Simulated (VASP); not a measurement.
# Ge (Fd-3m) in VASP: a series of runs

The runs below take Ge through single point, with PBEsol.

Everything below comes from runs of VASP 6.6.1. Logs are shortened: lines on timing, memory, paths and dates and some standing lists are left out, and cuts for length are marked.

**1. The cell of the first run**

It takes space group Fd-3m (No. 227, cubic). The conventional cell has a = 5.657 Å, b = 5.657 Å, c = 5.657 Å, α = 90.00°, β = 90.00°, γ = 90.00°. Within 3.2 Å of Ge (site symmetry -43m) lie 4 Ge at 2.45 Å.

**2. Single point, PBEsol**

File INCAR:

```
SYSTEM = Ge
  ALGO = Normal
  EDIFF = 1E-6
  ENCUT = 520
  GGA = PS
  ISIF = 2
  ISMEAR = 1
  LASPH = .True.
  LCHARG = .False.
  LREAL = .False.
  LWAVE = .False.
  NBANDS = 21
  NELM = 100
  PREC = Accurate
  SIGMA = 0.05
```

File KPOINTS:

```
k-points
0
Gamma
  13 13 13
  0 0 0
```

File POSCAR:

```
Ge
1.0
    0.0000000000      2.8283318506      2.8283318506
    2.8283318506      0.0000000000      2.8283318506
    2.8283318506      2.8283318506      0.0000000000
Ge
2
Direct
    1.0000000000      1.0000000000      1.0000000000
    0.2500000000      0.2500000000      0.2500000000
```

Potentials or basis: VASP PAW PBE potentials, release 64 (Ge_d).

Run with:

```sh
cat potpaw_PBE.64/Ge_d/POTCAR > POTCAR
mpirun -np 1 vasp_std > vasp.out
```

OUTCAR:

```text
SYSTEM = Ge
   EDIFF = 1E-6
   ENCUT = 520
   GGA = PS
   ISIF = 2
   ISMEAR = 1
   LASPH = .True.
   LREAL = .False.
   NELM = 100
   PREC = Accurate

 ion  position               nearest neighbor table
   1  0.000  0.000  0.000-   2 2.45   2 2.45   2 2.45   2 2.45
   2  0.250  0.250  0.250-   1 2.45   1 2.45   1 2.45   1 2.45

  LATTYP: Found a face centered cubic cell.
 ALAT       =     5.6566637012

  Lattice vectors:

 A1 = (   0.0000000000,   2.8283318506,   2.8283318506)
 A2 = (   2.8283318506,   0.0000000000,   2.8283318506)
 A3 = (   2.8283318506,   2.8283318506,   0.0000000000)

Analysis of symmetry for initial positions (statically):
=====================================================================
 Subroutine PRICEL returns:
 Original cell was already a primitive cell.

 Routine SETGRP: Setting up the symmetry group for a
 face centered cubic supercell.

 Subroutine GETGRP returns: Found 48 space group operations
 (whereof 24 operations were pure point group operations)
 out of a pool of 48 trial point group operations.

The static configuration has the point symmetry T_d .
 The point group associated with its full space group is O_h .

Analysis of symmetry for dynamics (positions and initial velocities):
=====================================================================
 Subroutine PRICEL returns:
 Original cell was already a primitive cell.

 Routine SETGRP: Setting up the symmetry group for a
 face centered cubic supercell.

 Subroutine GETGRP returns: Found 48 space group operations
 (whereof 24 operations were pure point group operations)
 out of a pool of 48 trial point group operations.

The dynamic configuration has the point symmetry T_d .
 The point group associated with its full space group is O_h .

 Subroutine INISYM returns: Found 48 space group operations
 (whereof 24 operations are pure point group operations),
 and found     1 'primitive' translations

----------------------------------------------------------------------------------------

                                     Primitive cell

  volume of cell :      45.2503

  direct lattice vectors                    reciprocal lattice vectors
     0.000000000  2.828331851  2.828331851    -0.176782650  0.176782650  0.176782650
     2.828331851  0.000000000  2.828331851     0.176782650 -0.176782650  0.176782650
     2.828331851  2.828331851  0.000000000     0.176782650  0.176782650 -0.176782650

  length of vectors
     3.999865262  3.999865262  3.999865262     0.306196532  0.306196532  0.306196532

[... 79 lines left out ...]
   NELM   =    100;   NELMIN=  2; NELMDL= -5     # of ELM steps
   EDIFF  = 0.1E-05   stopping-criterion for ELM
   LREAL  =      F    real-space projection
   EDIFFG = 0.1E-04   stopping-criterion for IOM
   NSW    =      0    number of steps for IOM
   IBRION =     -1    ionic relax: 0-MD 1-quasi-New 2-CG
   NFREE  =      0    steps in history (QN), initial steepest desc. (CG)
   ISIF   =      2    stress and relaxation
   ISYM   =      2    0-nonsym 1-usesym 2-fastsym
   POTIM  = 0.5000    time-step for ionic-motion
   TEBEG  =    0.0;   TEEND  =   0.0 temperature during run
   PSTRESS=    0.0 pullay stress
   NELECT =      28.0000    total number of electrons
   NUPDOWN=      -1.0000    fix difference up-down
   EMIN   =  10.00;   EMAX   =-10.00  energy-range for DOS
   EFERMI =   0.00;   METHOD = LEGACY
   ISMEAR =     1;   SIGMA  =   0.05  broadening in eV -4-tet -1-fermi 0-gaus
   EFERMI_NEDOS =   21; number of points for ismear=-14 and -15
   IALGO  =     38    algorithm
   IMIX   =      4    mixing-type and parameters
     AMIX     =   0.40;   BMIX     =  1.00
     AMIX_MAG =   1.60;   BMIX_MAG =  1.00
  volume/ion in A,a.u.               =      22.63       152.68
  Fermi-wavevector in a.u.,A,eV,Ry     =   1.395042  2.636246 26.478855  1.946141
  Thomas-Fermi vector in A             =   2.518532
   LORBIT       =      0    0 simple, 1 ext, 2 COOP (PROOUT), +10 PAW based schemes
   GGA     = PS    functional components
   LHFCALC =     F    Hartree Fock is set to
   AEXX    =    0.0000 exact exchange contribution
   IVDW    =     0    specifies the selected vdW correction
   LEPSILON=     F    determine dielectric tensor
   LRPA    =     F    only Hartree local field effects (RPA)
 non-spin polarized calculation
 Methfessel and Paxton  Order N= 1 SIGMA  =   0.05
  energy-cutoff  :      520.00
  volume of cell :       45.25
 maximum number of plane-waves:      1243
 NGX is ok and might be reduce to    30
   NGX = 15   NGY = 15   NGZ = 15

 number of electron      28.0000022 magnetization

 Free energy of the ion-electron system (eV)
  ---------------------------------------------------
  ext. energy  EPLUGINS =         0.00000000
  ---------------------------------------------------
  free energy    TOTEN  =        -9.87331558 eV

  energy without entropy =       -9.87329865  energy(sigma->0) =       -9.87330993

 E-fermi :   4.8827     XC(G=0): -10.1318

 val. band max:        4.8671706642   @ k =   0.0000   0.0000   0.0000
 cond. band min:       5.0041403451   @ k =   0.4615   0.0000   0.0000
 fundamental gap:      0.1369696810
 Fermi energy:         4.8827208726

 k-point     1 :       0.0000    0.0000    0.0000
  band No.  band energies     occupation
      1     -19.8957      2.00000
      2     -19.8957      2.00000
      3     -19.8957      2.00000
      4     -19.8590      2.00000
      5     -19.8590      2.00000
      6     -19.6466      2.00000
[... 565 lines left out ...]
     20      15.8580      0.00000
     21      16.3515      0.00000

 [... further k-points ...]

------------------------ aborting loop because EDIFF is reached ----------------------------------------

  FORCE on cell =-STRESS in cart. coord.  units (eV):
  Direction    XX          YY          ZZ          XY          YZ          ZX
  --------------------------------------------------------------------------------------
  -------------------------------------------------------------------------------------
  Total        0.0795243      0.0795243      0.0795243      0.0000000      0.0000000      0.0000000
  in kB        2.8157194      2.8157194      2.8157194      0.0000000      0.0000000      0.0000000
  external PRESSURE =       2.8157194 kB  Pullay stress =       0.0000000 kB

 VOLUME and BASIS-vectors are now :
 -----------------------------------------------------------------------------
  energy-cutoff  :      520.00
  volume of cell :       45.25
      direct lattice vectors                 reciprocal lattice vectors
     0.000000000  2.828331851  2.828331851    -0.176782650  0.176782650  0.176782650
     2.828331851  0.000000000  2.828331851     0.176782650 -0.176782650  0.176782650
     2.828331851  2.828331851  0.000000000     0.176782650  0.176782650 -0.176782650

 POSITION                                       TOTAL-FORCE (eV/Angst)
 -----------------------------------------------------------------------------------
      0.00000      0.00000      0.00000        -0.000000     -0.000000     -0.000000
      1.41417      1.41417      1.41417         0.000000      0.000000      0.000000
 -----------------------------------------------------------------------------------
    total drift:                                0.000000      0.000000      0.000000

  FREE ENERGIE OF THE ION-ELECTRON SYSTEM (eV)
  ---------------------------------------------------
  free  energy   TOTEN  =        -9.8733155756 eV

  energy  without entropy=       -9.8732986518  energy(sigma->0) =       -9.87330993
```

Run time: 61 s. Hardware: 1 thread of Intel Xeon 8259CL, shared host; peak memory 0.2 GiB.

Results:

* Free energy: -9.8733 eV
* Pressure: 0.3 GPa
* Band gap on the k mesh: zero (filled and empty bands touch)

Caveat: semilocal functionals underestimate gaps, so a narrow gap can read as zero; the PAW data sets were made with another functional, which shifts forces and pressure a little.

**3. Single point, PBEsol**

This run uses another cell than the first one, of 22.85 Å³/atom.

File INCAR:

```
ALGO = Normal ; EDIFF = 1E-7
ENCUT = 520 ; GGA = PS
ISIF = 2 ; ISMEAR = 1
LASPH = True ; LCHARG = False
LREAL = False ; LWAVE = False
NBANDS = 21 ; NELM = 100
PREC = Accurate ; SIGMA = 0.05
```

File KPOINTS:

```
k-points
0
Gamma
  13 13 13
```

File POSCAR:

```
Ge
1.0
    0.0000000000      2.8378229682      2.8378229682
    2.8378229682      0.0000000000      2.8378229682
    2.8378229682      2.8378229682      0.0000000000
Ge
2
Direct
    1.0000000000      1.0000000000      1.0000000000
    0.2500000000      0.2500000000      0.2500000000
```

Potentials or basis: VASP PAW PBE potentials, release 64 (Ge_d).

Run with:

```sh
cat potpaw_PBE.64/Ge_d/POTCAR > POTCAR
mpirun -np 1 vasp_std > vasp.out
```

OUTCAR:

```text
EDIFF = 1E-7
   ENCUT = 520
   GGA = PS
   ISIF = 2
   ISMEAR = 1
   LASPH = True
   LREAL = False
   NELM = 100
   PREC = Accurate

 ion  position               nearest neighbor table
   1  0.000  0.000  0.000-   2 2.46   2 2.46   2 2.46   2 2.46
   2  0.250  0.250  0.250-   1 2.46   1 2.46   1 2.46   1 2.46

  LATTYP: Found a face centered cubic cell.
 ALAT       =     5.6756459364

  Lattice vectors:

 A1 = (   0.0000000000,   2.8378229682,   2.8378229682)
 A2 = (   2.8378229682,   0.0000000000,   2.8378229682)
 A3 = (   2.8378229682,   2.8378229682,   0.0000000000)

Analysis of symmetry for initial positions (statically):
=====================================================================
 Subroutine PRICEL returns:
 Original cell was already a primitive cell.

 Routine SETGRP: Setting up the symmetry group for a
 face centered cubic supercell.

 Subroutine GETGRP returns: Found 48 space group operations
 (whereof 24 operations were pure point group operations)
 out of a pool of 48 trial point group operations.

The static configuration has the point symmetry T_d .
 The point group associated with its full space group is O_h .
[... 159 lines left out ...]
  free energy    TOTEN  =        -9.87419136 eV

  energy without entropy =       -9.87418487  energy(sigma->0) =       -9.87418920

 E-fermi :   4.7815     XC(G=0): -10.0840

 val. band max:        4.7697439039   @ k =   0.0000   0.0000   0.0000
 cond. band min:       4.8762623928   @ k =   0.4615   0.0000   0.0000
 fundamental gap:      0.1065184889
 Fermi energy:         4.7815248133

 k-point     1 :       0.0000    0.0000    0.0000
  band No.  band energies     occupation
      1     -19.9802      2.00000
      2     -19.9802      2.00000
      3     -19.9802      2.00000
      4     -19.9444      2.00000
      5     -19.9444      2.00000
      6     -19.7373      2.00000
[... 565 lines left out ...]
     20      15.6807      0.00000
     21      16.2041      0.00000

 [... further k-points ...]

------------------------ aborting loop because EDIFF is reached ----------------------------------------

  FORCE on cell =-STRESS in cart. coord.  units (eV):
  Direction    XX          YY          ZZ          XY          YZ          ZX
  --------------------------------------------------------------------------------------
  -------------------------------------------------------------------------------------
  Total       -0.0279151     -0.0279151     -0.0279151      0.0000000      0.0000000      0.0000000
  in kB       -0.9785079     -0.9785079     -0.9785079      0.0000000      0.0000000      0.0000000
  external PRESSURE =      -0.9785079 kB  Pullay stress =       0.0000000 kB

 VOLUME and BASIS-vectors are now :
 -----------------------------------------------------------------------------
  energy-cutoff  :      520.00
  volume of cell :       45.71
      direct lattice vectors                 reciprocal lattice vectors
     0.000000000  2.837822968  2.837822968    -0.176191399  0.176191399  0.176191399
     2.837822968  0.000000000  2.837822968     0.176191399 -0.176191399  0.176191399
     2.837822968  2.837822968  0.000000000     0.176191399  0.176191399 -0.176191399

 POSITION                                       TOTAL-FORCE (eV/Angst)
 -----------------------------------------------------------------------------------
      0.00000      0.00000      0.00000        -0.000000     -0.000000     -0.000000
      1.41891      1.41891      1.41891         0.000000      0.000000      0.000000
 -----------------------------------------------------------------------------------
    total drift:                                0.000000     -0.000000      0.000000

  FREE ENERGIE OF THE ION-ELECTRON SYSTEM (eV)
  ---------------------------------------------------
  free  energy   TOTEN  =        -9.8741913594 eV

  energy  without entropy=       -9.8741848748  energy(sigma->0) =       -9.87418920
```

OSZICAR:

```text
N       E                     dE             d eps       ncg     rms          rms(c)
DAV:   1     0.187033159540E+03    0.18703E+03   -0.14532E+04  3934   0.363E+03
DAV:   2     0.172080426323E+02   -0.16983E+03   -0.16407E+03  3538   0.615E+02
DAV:   3    -0.913344041981E+01   -0.26341E+02   -0.26166E+02  4063   0.142E+02
DAV:   4    -0.100073624791E+02   -0.87392E+00   -0.87353E+00  3953   0.303E+01
DAV:   5    -0.100221573486E+02   -0.14795E-01   -0.14795E-01  4053   0.433E+00    0.321E+00
DAV:   6    -0.992141756391E+01    0.10074E+00   -0.34688E-02  4751   0.225E+00    0.183E+00
DAV:   7    -0.987310527798E+01    0.48312E-01   -0.58028E-02  3856   0.244E+00    0.159E-01
DAV:   8    -0.987410621367E+01   -0.10009E-02   -0.68613E-03  4074   0.118E+00    0.462E-02
DAV:   9    -0.987417165510E+01   -0.65441E-04   -0.30349E-04  4525   0.290E-01    0.134E-02
DAV:  10    -0.987419094846E+01   -0.19293E-04   -0.26583E-05  3923   0.443E-02    0.523E-03
DAV:  11    -0.987419164840E+01   -0.69994E-06   -0.69322E-06  4815   0.441E-02    0.206E-03
DAV:  12    -0.987419140496E+01    0.24344E-06   -0.11261E-06  4767   0.197E-02    0.261E-04
DAV:  13    -0.987419135939E+01    0.45566E-07   -0.25384E-08  2502   0.185E-03
   1 F= -.98741914E+01 E0= -.98741892E+01  d E =-.648456E-05
```

stdout:

```text
POSCAR found type information on POSCAR Ge
 POSCAR found :  1 types and       2 ions
 scaLAPACK will be used
 -----------------------------------------------------------------------------
|                                                                             |
|                                                                             |
|     You enforced a specific xc type in the INCAR file but a different       |
|     I HOPE YOU KNOW WHAT YOU ARE DOING!                                     |
|                                                                             |
 -----------------------------------------------------------------------------

 LDA part: xc-table for (Slater+PW92), standard interpolation
 POSCAR, INCAR and KPOINTS ok, starting setup
 FFT: planning ... GRIDC
 FFT: planning ... GRID_SOFT
 FFT: planning ... GRID
 WAVECAR not read
 entering main loop
```

Run time: 71 s. Hardware: 1 thread of Intel Xeon 8259CL, shared host; peak memory 0.21 GiB.

Results:

```yaml
Free_energy: -9.8742 eV
Pressure: -0.1 GPa
Band_gap_on_the_k_mesh: zero (filled and empty bands touch)
```

Caveat: semilocal functionals underestimate gaps, so a narrow gap can read as zero; the PAW data sets were made with another functional, which shifts forces and pressure a little.
